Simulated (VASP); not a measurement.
# BeS (F-43m) in VASP: a series of runs, part 2 of 2

VASP 6.6.1. The steps go on from the part before.

### Step 3. Relaxation of cell and atoms, PBEsol

This run uses another cell than the first one, of 13.14 Å³/atom.

Contents of INCAR:

```
ALGO = Normal
EDIFF = 1E-7
EDIFFG = -0.02
ENCUT = 600
GGA = PS
GGA_COMPAT = F
IBRION = 2
ISIF = 3
ISMEAR = -1
LASPH = T
LCHARG = F
LREAL = F
LWAVE = F
NELM = 120
NELMIN = 4
NSW = 80
PREC = Accurate
SIGMA = 0.01
```

Contents of KPOINTS:

```
k-points
0
Gamma
  8 8 8
```

Contents of POSCAR:

```
BeS
1.0
    0.0000000000      2.3600000000      2.3600000000
    2.3600000000      0.0000000000      2.3600000000
    2.3600000000      2.3600000000      0.0000000000
Be S
1 1
Direct
    0.0000000000      0.0000000000      0.0000000000
    0.2500000000      0.2500000000      0.2500000000
```

Potentials or basis: VASP PAW PBE potentials, release 64 (Be, S).

Command:

```bash
> cat potpaw_PBE.64/Be/POTCAR potpaw_PBE.64/S/POTCAR > POTCAR
> mpirun -np 1 vasp_std > vasp.out
```

OUTCAR:

```text
EDIFF = 1E-7
   EDIFFG = -0.02
   ENCUT = 600
   GGA = PS
   IBRION = 2
   ISIF = 3
   ISMEAR = -1
   LASPH = T
   LREAL = F
   NELM = 120
   NELMIN = 4
   NSW = 80
   PREC = Accurate

 ion  position               nearest neighbor table
   1  0.000  0.000  0.000-   2 2.04   2 2.04   2 2.04   2 2.04
   2  0.250  0.250  0.250-   1 2.04   1 2.04   1 2.04   1 2.04

  LATTYP: Found a face centered cubic cell.
 ALAT       =     4.7200000000

  Lattice vectors:

 A1 = (   0.0000000000,   2.3600000000,   2.3600000000)
 A2 = (   2.3600000000,   0.0000000000,   2.3600000000)
 A3 = (   2.3600000000,   2.3600000000,   0.0000000000)

Analysis of symmetry for initial positions (statically):
=====================================================================
 Subroutine PRICEL returns:
 Original cell was already a primitive cell.

 Routine SETGRP: Setting up the symmetry group for a
 face centered cubic supercell.

 Subroutine GETGRP returns: Found 24 space group operations
 (whereof 24 operations were pure point group operations)
 out of a pool of 48 trial point group operations.

The static configuration has the point symmetry T_d .

Analysis of symmetry for dynamics (positions and initial velocities):
=====================================================================
 Subroutine PRICEL returns:
 Original cell was already a primitive cell.

[... 143 lines left out ...]
   NGX = 13   NGY = 13   NGZ = 13

--------------------------------------- Ionic step        1  -------------------------------------------

 number of electron       8.0000000 magnetization

 Free energy of the ion-electron system (eV)
  ---------------------------------------------------
  ext. energy  EPLUGINS =         0.00000000
  ---------------------------------------------------
  free energy    TOTEN  =       -10.51248424 eV

  energy without entropy =      -10.51248424  energy(sigma->0) =      -10.51248424

 E-fermi :   5.3001     XC(G=0): -10.2373

 val. band max:        5.0261715825   @ k =   0.0000   0.0000   0.0000
 cond. band min:       7.7560882679   @ k =   0.5000   0.5000   0.0000
 fundamental gap:      2.7299166854
 Fermi energy:         5.3001142084

 k-point     1 :       0.0000    0.0000    0.0000
  band No.  band energies     occupation
      1      -9.2719      2.00000
      2       5.0262      2.00000
      3       5.0262      2.00000
      4       5.0262      2.00000
      5      10.5837      0.00000
      6      10.5837      0.00000
      7      10.5837      0.00000
      8      11.4357      0.00000
[... 324 lines left out ...]
--------------------------------------- Ionic step        3  -------------------------------------------

 number of electron       7.9999999 magnetization

 Free energy of the ion-electron system (eV)
  ---------------------------------------------------
  ext. energy  EPLUGINS =         0.00000000
  ---------------------------------------------------
  free energy    TOTEN  =       -10.56417082 eV

  energy without entropy =      -10.56417082  energy(sigma->0) =      -10.56417082

 E-fermi :   4.4121     XC(G=0):  -9.9250

 val. band max:        4.2050061020   @ k =   0.0000   0.0000   0.0000
 cond. band min:       7.1199152466   @ k =   0.5000   0.5000   0.0000
 fundamental gap:      2.9149091446
 Fermi energy:         4.4121467086

 k-point     1 :       0.0000    0.0000    0.0000
  band No.  band energies     occupation
      1      -9.5522      2.00000
      2       4.2050      2.00000
      3       4.2050      2.00000
      4       4.2050      2.00000
      5       9.8122      0.00000
      6       9.8122      0.00000
      7       9.8122      0.00000
      8       9.9605      0.00000
[... 282 lines left out ...]
  FREE ENERGIE OF THE ION-ELECTRON SYSTEM (eV)
  ---------------------------------------------------
  free  energy   TOTEN  =       -10.5641708201 eV

  energy  without entropy=      -10.5641708201  energy(sigma->0) =      -10.56417082

 reached required accuracy - stopping structural energy minimisation
```

OSZICAR:

```text
N       E                     dE             d eps       ncg     rms          rms(c)
DAV:   1     0.246985701675E+02    0.24699E+02   -0.47262E+03   464   0.999E+02
DAV:   2    -0.100217159723E+02   -0.34720E+02   -0.33548E+02   696   0.141E+02
DAV:   3    -0.107440914082E+02   -0.72238E+00   -0.72238E+00   592   0.251E+01
[... 25 lines left out ...]
DAV:   4    -0.105642135874E+02    0.44443E-04   -0.81289E-05   520   0.786E-02    0.158E-01
DAV:   5    -0.105641717379E+02    0.41850E-04   -0.99794E-05   512   0.672E-02    0.234E-02
DAV:   6    -0.105641703535E+02    0.13844E-05   -0.27320E-06   576   0.143E-02    0.202E-02
DAV:   7    -0.105641708714E+02   -0.51788E-06   -0.15452E-07   592   0.319E-03    0.239E-03
DAV:   8    -0.105641708201E+02    0.51234E-07   -0.89022E-09   264   0.675E-04
   3 F= -.10564171E+02 E0= -.10564171E+02  d E =-.516866E-01
```

CONTCAR:

```text
BeS
   1.00000000000000
     0.0000000000000000    2.4202773142881213    2.4202773142881213
     2.4202773142881213   -0.0000000000000000    2.4202773142881213
     2.4202773142881213    2.4202773142881213   -0.0000000000000000
  Be              S
     1     1
Direct
     0.0000000000000000    0.0000000000000000    0.0000000000000000
     0.2500000000000000    0.2500000000000000    0.2500000000000000

  0.00000000E+00  0.00000000E+00  0.00000000E+00
  0.00000000E+00  0.00000000E+00  0.00000000E+00
```

Run time: 23 s. Hardware: 1 thread of Intel Xeon Platinum 8559C (Emerald Rapids), shared host; peak memory 0.15 GiB.

Results:

* Free energy: -10.5642 eV
* Relaxed volume: 14.18 Å³/atom
* Relaxed cell: a = 3.423 Å, b = 3.423 Å, c = 3.423 Å, α = 60.00°, β = 60.00°, γ = 60.00°
* Space group after relaxing (to 0.1 Å): F-43m (No. 216)
* Energy gained by relaxing: 25.8 meV/atom
* Ionic steps: 3
* Pressure after relaxing: 0.0 GPa
* Band gap on the k mesh: 2.91 eV (least direct gap 5.61 eV)

Step by step:
```
step  energy change (eV)  largest force (eV/Å)  pressure (GPa)  volume (Å³)
   1              0.0000                0.0000            8.49        26.29
   2             -0.0471                0.0000           -2.16        29.03
   3             -0.0517                0.0000            0.03        28.35
```

Final structure:
```
Be S
1.0
     0.00000    2.42028    2.42028
     2.42028    0.00000    2.42028
     2.42028    2.42028    0.00000
Be S
1 1
Direct
  0.00000 0.00000 0.00000
  0.25000 0.25000 0.25000
```

Levels at points of the mesh, in eV from the valence-band top:
```tsv
k point	band 1	band 2	band 3	band 4	band 5	band 6	band 7	band 8
(0.00, 0.00, 0.00)	-13.76	0.00	0.00	0.00	5.61	5.61	5.61	5.76
(0.50, 0.00, 0.00)	-12.11	-5.90	-1.05	-1.05	5.40	6.48	6.48	11.00
(0.50, 0.50, 0.00)	-11.55	-5.10	-2.69	-2.69	2.91	4.81	12.80	12.80
```

Caveat: the PAW data sets were made with another functional, which shifts forces and pressure a little.
